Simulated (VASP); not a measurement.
Set up this calculation in VASP 6.6.1, as the native input.

```
Task                   : single point
Functional             : PBEsol
Potentials or basis    : VASP PAW PBE potentials, release 64 (Mg, O)
Cutoff                 : 520 eV
k mesh                 : 9 × 9 × 4
Occupations            : gaussian, width 0.05 eV
Spin                   : no spin polarisation
Dipole correction      : no
Further INCAR settings : ALGO = Normal; EDIFF = 1e-06; NBANDS = 26
```

The structure of MgO lies in POSCAR:

```
MgO
1.0
    3.2553371795      0.0000000000      0.0000000000
   -1.6276685897      2.8192046953      0.0000000000
    0.0000000000      0.0000000000     10.4149514991
Mg O
4 4
Direct
    0.3333333333      0.6666666667      0.9695963559
    0.0000000000      0.0000000000      0.2209473890
    0.0000000000      0.0000000000      0.7209473890
    0.6666666667      0.3333333333      0.4695963559
    0.3333333333      0.6666666667      0.7799156657
   -0.0399344193      0.0000000000      0.5669849351
    0.0000000000      0.0000000000      0.0295387694
    0.6666666667      0.3333333333      0.2799156657
```

This cell differs from its parent crystal: atom 6 (O) moved by -0.130 Å along [1 0 0] and +0.390 Å along [0 0 1].

These files were run (other wordings do the same):

INCAR

```
ALGO = Normal ; EDIFF = 1E-6
ENCUT = 520 ; GGA = PS
ISIF = 2 ; ISMEAR = 0
LASPH = T ; LCHARG = T
LELF = T ; LREAL = F
LVHAR = T ; LWAVE = F
NBANDS = 26 ; NELM = 80
PREC = Accurate ; SIGMA = 0.05
```

KPOINTS

```
k-points
0
Gamma
  9 9 4
```

Potentials or basis: VASP PAW PBE potentials, release 64 (Mg, O).

Launch:

```sh
$ cat potpaw_PBE.64/Mg/POTCAR potpaw_PBE.64/O/POTCAR > POTCAR
$ mpirun -np 1 vasp_std > vasp.out
```

It gave:

```json
{
  "Pressure": "5.2 GPa",
  "Largest force": "11.164 eV/Å",
  "Band gap on the k mesh": "1.96 eV, direct"
}
```

Caveat: the cell differs from its parent crystal (atom 6 (O) moved by -0.130 Å along [1 0 0] and +0.390 Å along [0 0 1]); the PAW data sets were made with another functional, which shifts forces and pressure a little.

It took 5.5 min on 1 thread of Oxide Virtual Turin-like Processor (shared host), peak memory 0.39 GiB.
